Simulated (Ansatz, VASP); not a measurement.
One calculation of K2HgBr6, two programs

File POSCAR:

```
K2HgBr6
1.0
    0.0000000000      5.3219890000      5.3219890000
    5.3219890000      0.0000000000      5.3219890000
    5.3219890000      5.3219890000      0.0000000000
K Hg Br
2 1 6
Direct
    0.2500000000      0.2500000000      0.2500000000
    0.7500000000      0.7500000000      0.7500000000
    0.0000000000      0.0000000000      0.0000000000
    0.7532000000      0.2468000000      0.2468000000
    0.2468000000      0.7532000000      0.2468000000
    0.2468000000      0.7532000000      0.7532000000
    0.7532000000      0.2468000000      0.7532000000
    0.2468000000      0.2468000000      0.7532000000
    0.7532000000      0.7532000000      0.2468000000
```

File INCAR.step1:

```
PREC = Accurate
ENCUT = 520
ISMEAR = -1
SIGMA = 0.1
LREAL = F
LASPH = T
NELM = 100
NBANDS = 46
GGA = PE
ALGO = Normal
EDIFF = 1E-4
LWAVE = T
LCHARG = F
```

INCAR.step2

```
PREC = Accurate
ENCUT = 520
EDIFF = 1E-7
ISMEAR = -1
SIGMA = 0.1
LREAL = F
LASPH = T
NELM = 100
ALGO = Normal
ISIF = 2
LWAVE = F
LCHARG = T
METAGGA = R2SCAN
LMIXTAU = T
LELF = T
LVHAR = T
NBANDS = 46
ISTART = 1
```

File KPOINTS:

```
regular mesh
0
Gamma
  6 6 6
```

Input for Ansatz:

```yaml
crystal:
  lattice:
    - [0.0, 5.321989, 5.321989]
    - [5.321989, 0.0, 5.321989]
    - [5.321989, 5.321989, 0.0]
  atoms:
    - { symbol: K, position: [0.25, 0.25, 0.25] }
    - { symbol: K, position: [0.75, 0.75, 0.75] }
    - { symbol: Hg, position: [0.0, 0.0, 0.0] }
    - { symbol: Br, position: [0.7532, 0.2468, 0.2468] }
    - { symbol: Br, position: [0.2468, 0.7532, 0.2468] }
    - { symbol: Br, position: [0.2468, 0.7532, 0.7532] }
    - { symbol: Br, position: [0.7532, 0.2468, 0.7532] }
    - { symbol: Br, position: [0.2468, 0.2468, 0.7532] }
    - { symbol: Br, position: [0.7532, 0.7532, 0.2468] }
  symmetry: { tolerance: 0.0003 }
kpoints:
  mp_grid: { grid: [6, 6, 6], shift: [0, 0, 0] }
  band_path:
    path:
      - [0.0, 0.0, 0.0]
      - [0.5, 0.0, 0.5]
      - [0.625, 0.25, 0.625]
      - [0.375, 0.375, 0.75]
      - [0.0, 0.0, 0.0]
      - [0.5, 0.5, 0.5]
      - [0.5, 0.25, 0.75]
      - [0.5, 0.0, 0.5]
    npoints: 8
magnetization:
  spin_polarized: false
scf:
  occupations: { method: fermi_dirac }
  lower_state_search: "off"
  max_iter: 200
hamiltonian:
  pseudopotentials: { kind: paw }
  xc: r2scan
basis:
  ecutwfc: 500
  fft_grid_basis: typed
output:
  forces: true
  stress: true
  eigenvalues: true
  bader: true
  populations: true
  elf: true
  write_potential: true
  volumetric_format: npy
  dos:
    e_range: [-12, 8]
    de: 0.05
    projected: { site_lists: { Br: [Br], Hg: [Hg], K: [K] } }
checkpoint:
  read: saved_state
```

Alike in both runs: task single point; functional r2SCAN; k mesh 6 × 6 × 6; no spin polarisation.

|  | VASP | Ansatz |
| --- | --- | --- |
| version | VASP 6.6.1 | Ansatz 0.2.0 |
| potentials or method | VASP PAW PBE potentials, release 64 (K_sv, Hg, Br), cutoff 520 eV | PAW plane waves |
| occupations | fermi-dirac, width 0.1 eV | fermi-dirac |
| valence electrons in the cell | 72 | 80 |

Ansatz gave:

```
pressure (GPa)                     : 0.4
rms of the force components (eV/Å) : 0.222
```

Estimate VASP's values.

pressure (GPa): 0.5; rms of the force components (eV/Å): 0.251.

VASP's potentials were made for PBE, not for r2SCAN. Atom by atom the forces differ by 0.029 eV/Å (rms over components). VASP's potentials hold 72 valence electrons a cell and Ansatz's 80, so a difference there can come from the potentials and not from the codes.

Neither program's run includes spin-orbit coupling.
